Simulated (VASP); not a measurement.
# Al (Cmcm) in VASP: further runs

Runs on Al. Level: PBE. Tasks: single point.

Everything below comes from runs of VASP 6.6.1. Logs are shortened: lines on timing, memory, paths and dates and some standing lists are left out, and cuts for length are marked.

### Step 1. The cell of the first run

Symmetry: Cmcm, No. 63, orthorhombic system. Conventional cell: a = 3.235 Å, b = 4.758 Å, c = 4.758 Å, α = 90.00°, β = 90.00°, γ = 90.00°. Within 3.8 Å of Al (site symmetry m2m) lie 14 Al at 2.88 to 3.64 Å.

### Step 2. Single point, PBE

The input, INCAR:

```
ALGO = Fast
EDIFF = 1E-7
ENCUT = 520
GGA = PE
ISIF = 2
ISMEAR = 0
LASPH = True
LCHARG = True
LELF = True
LREAL = False
LVHAR = True
LWAVE = False
NBANDS = 10
NELM = 60
PREC = Accurate
SIGMA = 0.15
```

The input, KPOINTS:

```
k-points
0
Gamma
  20 20 12
```

The input, POSCAR:

```
Al
1.0
   -1.6822106497      1.6822106497      1.6175102401
    1.6822106497     -1.6822106497      1.6175102401
    3.3644212993      3.3644212993      0.0000000000
Al
2
Direct
    0.0390818832     -0.0390818832      0.0000000000
    0.4609181168      0.5390818832      0.5000000000
```

Potentials or basis: VASP PAW PBE potentials, release 64 (Al).

Launch:

```sh
$ cat potpaw_PBE.64/Al/POTCAR > POTCAR
$ mpirun -np 1 vasp_std > vasp.out
```

OUTCAR:

```text
EDIFF = 1E-7
   ENCUT = 520
   GGA = PE
   ISIF = 2
   ISMEAR = 0
   LASPH = True
   LREAL = False
   NELM = 60
   PREC = Accurate

 ion  position               nearest neighbor table
   1  0.039  0.961  0.000-   2 2.90   2 2.90   2 2.90   2 2.90   2 3.11   2 3.11
   2  0.461  0.539  0.500-   1 2.90   1 2.90   1 2.90   1 2.90   1 3.11   1 3.11

  LATTYP: Found a base centered orthorhombic cell.
 ALAT       =     3.2350204802
 B/A-ratio  =     1.4707821049
 C/A-ratio  =     1.4707821048

  Lattice vectors:

 A1 = (  -1.6822106497,   1.6822106497,   1.6175102401)
 A2 = (   1.6822106497,  -1.6822106497,   1.6175102401)
 A3 = (   3.3644212993,   3.3644212993,   0.0000000000)

Analysis of symmetry for initial positions (statically):
=====================================================================
 Subroutine PRICEL returns:
 Original cell was already a primitive cell.

 Routine SETGRP: Setting up the symmetry group for a
 base centered orthorhombic supercell.

 Subroutine GETGRP returns: Found  8 space group operations
 (whereof  4 operations were pure point group operations)
 out of a pool of  8 trial point group operations.

The static configuration has the point symmetry C_2v.
 The point group associated with its full space group is D_2h.

Analysis of symmetry for dynamics (positions and initial velocities):
=====================================================================
 Subroutine PRICEL returns:
 Original cell was already a primitive cell.

 Routine SETGRP: Setting up the symmetry group for a
 base centered orthorhombic supercell.

 Subroutine GETGRP returns: Found  8 space group operations
 (whereof  4 operations were pure point group operations)
 out of a pool of  8 trial point group operations.

The dynamic configuration has the point symmetry C_2v.
 The point group associated with its full space group is D_2h.

 Subroutine INISYM returns: Found  8 space group operations
 (whereof  4 operations are pure point group operations),
 and found     1 'primitive' translations

----------------------------------------------------------------------------------------

                                     Primitive cell

  volume of cell :      36.6183

  direct lattice vectors                    reciprocal lattice vectors
    -1.682210650  1.682210650  1.617510240    -0.148613968  0.148613968  0.309117054
     1.682210650 -1.682210650  1.617510240     0.148613968 -0.148613968  0.309117054
     3.364421299  3.364421299  0.000000000     0.148613968  0.148613968  0.000000000

[... 86 lines left out ...]
   NSW    =      0    number of steps for IOM
   IBRION =     -1    ionic relax: 0-MD 1-quasi-New 2-CG
   NFREE  =      0    steps in history (QN), initial steepest desc. (CG)
   ISIF   =      2    stress and relaxation
   ISYM   =      2    0-nonsym 1-usesym 2-fastsym
   POTIM  = 0.5000    time-step for ionic-motion
   TEBEG  =    0.0;   TEEND  =   0.0 temperature during run
   PSTRESS=    0.0 pullay stress
   NELECT =       6.0000    total number of electrons
   NUPDOWN=      -1.0000    fix difference up-down
   EMIN   =  10.00;   EMAX   =-10.00  energy-range for DOS
   EFERMI =   0.00;   METHOD = LEGACY
   ISMEAR =     0;   SIGMA  =   0.15  broadening in eV -4-tet -1-fermi 0-gaus
   EFERMI_NEDOS =   21; number of points for ismear=-14 and -15
   IALGO  =     68    algorithm
   IMIX   =      4    mixing-type and parameters
     AMIX     =   0.40;   BMIX     =  1.00
     AMIX_MAG =   1.60;   BMIX_MAG =  1.00
  volume/ion in A,a.u.               =      18.31       123.56
  Fermi-wavevector in a.u.,A,eV,Ry     =   0.895831  1.692875 10.918850  0.802513
  Thomas-Fermi vector in A             =   2.018212
   LORBIT       =      0    0 simple, 1 ext, 2 COOP (PROOUT), +10 PAW based schemes
   GGA     = PE    functional components
   LHFCALC =     F    Hartree Fock is set to
   AEXX    =    0.0000 exact exchange contribution
   IVDW    =     0    specifies the selected vdW correction
   LEPSILON=     F    determine dielectric tensor
   LRPA    =     F    only Hartree local field effects (RPA)
 non-spin polarized calculation
 RMM-DIIS sequential band-by-band and
 Gauss-broadening in eV      SIGMA  =   0.15
  energy-cutoff  :      520.00
  volume of cell :       36.62
 maximum number of plane-waves:      1008
 NGX is ok and might be reduce to    24
   NGX = 11   NGY = 11   NGZ = 17

 number of electron       6.0000000 magnetization

 Free energy of the ion-electron system (eV)
  ---------------------------------------------------
  ext. energy  EPLUGINS =         0.00000000
  ---------------------------------------------------
  free energy    TOTEN  =        -7.29647433 eV

  energy without entropy =       -7.28641189  energy(sigma->0) =       -7.29144311

 E-fermi :   6.9312     XC(G=0):  -9.8278

 val. band max:        6.9296790912   @ k =  -0.4500   0.3000   0.0833
 cond. band min:       6.9324228561   @ k =   0.3000   0.3000   0.5000
 fundamental gap:      0.0027437649
 Fermi energy:         6.9311913242

 k-point     1 :       0.0000    0.0000    0.0000
  band No.  band energies     occupation
      1      -3.4774      2.00000
      2       2.9034      2.00000
      3       2.9697      2.00000
      4      14.8761      0.00000
      5      15.4858      0.00000
      6      16.6768      0.00000
      7      17.6752      0.00000
      8      19.2678      0.00000
      9      19.9551      0.00000
     10      20.0932      0.00000
[... 287 lines left out ...]
 k-point    24 :      -0.3500    0.0500    0.0000
  band No.  band energies     occupation
      1      -1.1753      2.00000
      2       5.0680      2.00000
      3       5.1183      2.00000
      4       5.6956      2.00000
      5      11.5987      0.00000
      6      11.6892      0.00000
      7      13.5925      0.00000
      8      15.3534      0.00000
      9      19.5863      0.00000
     10      19.6806      0.00000

 [... further k-points ...]
[... 5 lines left out ...]
  --------------------------------------------------------------------------------------
  -------------------------------------------------------------------------------------
  Total       -1.0005246     -1.0005246     -1.3176760     -0.0713359      0.0000000     -0.0000000
  in kB      -43.7764530    -43.7764530    -57.6529373     -3.1211940      0.0000000     -0.0000000
  external PRESSURE =     -48.4019478 kB  Pullay stress =       0.0000000 kB

 VOLUME and BASIS-vectors are now :
 -----------------------------------------------------------------------------
  energy-cutoff  :      520.00
  volume of cell :       36.62
      direct lattice vectors                 reciprocal lattice vectors
    -1.682210650  1.682210650  1.617510240    -0.148613968  0.148613968  0.309117054
     1.682210650 -1.682210650  1.617510240     0.148613968 -0.148613968  0.309117054
     3.364421299  3.364421299  0.000000000     0.148613968  0.148613968  0.000000000

 POSITION                                       TOTAL-FORCE (eV/Angst)
 -----------------------------------------------------------------------------------
      1.55072     -1.55072      1.61751        -0.097052      0.097052      0.000000
      1.81370      1.55072      1.61751         0.097052     -0.097052      0.000000
 -----------------------------------------------------------------------------------
    total drift:                                0.000000      0.000000      0.000000

  FREE ENERGIE OF THE ION-ELECTRON SYSTEM (eV)
  ---------------------------------------------------
  free  energy   TOTEN  =        -7.2964743322 eV

  energy  without entropy=       -7.2864118923  energy(sigma->0) =       -7.29144311
```

OSZICAR:

```text
N       E                     dE             d eps       ncg     rms          rms(c)
DAV:   1    -0.611502043507E+00   -0.61150E+00   -0.20736E+03 15580   0.431E+02
DAV:   2    -0.718331669646E+01   -0.65718E+01   -0.63320E+01 20158   0.516E+01
DAV:   3    -0.733970558471E+01   -0.15639E+00   -0.15441E+00 20524   0.636E+00
DAV:   4    -0.734042143148E+01   -0.71585E-03   -0.71573E-03 18510   0.489E-01
DAV:   5    -0.734042796544E+01   -0.65340E-05   -0.65331E-05 18742   0.462E-02    0.156E+00
RMM:   6    -0.731456255942E+01    0.25865E-01   -0.33827E-03 15727   0.342E-01    0.912E-01
RMM:   7    -0.729650335355E+01    0.18059E-01   -0.97795E-03 16314   0.562E-01    0.140E-01
RMM:   8    -0.729647282997E+01    0.30524E-04   -0.29132E-04 16998   0.117E-01    0.190E-02
RMM:   9    -0.729647660634E+01   -0.37764E-05   -0.45344E-05 17859   0.454E-02    0.156E-02
RMM:  10    -0.729647761111E+01   -0.10048E-05   -0.86384E-06 18092   0.209E-02    0.374E-02
RMM:  11    -0.729647488060E+01    0.27305E-05   -0.19714E-06 18276   0.861E-03    0.229E-02
RMM:  12    -0.729647437784E+01    0.50276E-06   -0.52460E-07 17458   0.470E-03    0.104E-02
RMM:  13    -0.729647433217E+01    0.45670E-07   -0.12083E-07 14454   0.213E-03
   1 F= -.72964743E+01 E0= -.72914431E+01  d E =-.100624E-01
```

stdout:

```text
POSCAR found type information on POSCAR Al
 POSCAR found :  1 types and       2 ions
 scaLAPACK will be used
 LDA part: xc-table for (Slater+PW92), standard interpolation
 POSCAR, INCAR and KPOINTS ok, starting setup
 FFT: planning ... GRIDC
 FFT: planning ... GRID_SOFT
 FFT: planning ... GRID
 WAVECAR not read
 entering main loop
```

Run time: 10 min. Hardware: 1 thread of Intel Xeon 6975P-C, shared host; peak memory 0.3 GiB.

Results:

```
Free energy            : -7.2965 eV
Pressure               : -4.8 GPa
Largest force          : 0.137 eV/Å
Band gap on the k mesh : zero (band 3 reaches 11.46 eV, above the bottom of band 4 at 3.37 eV)
```

Forces on the atoms (eV/Å):
```
Al  -0.097  0.097  0.000
Al   0.097 -0.097  0.000
```

[end of part 1 of 2]
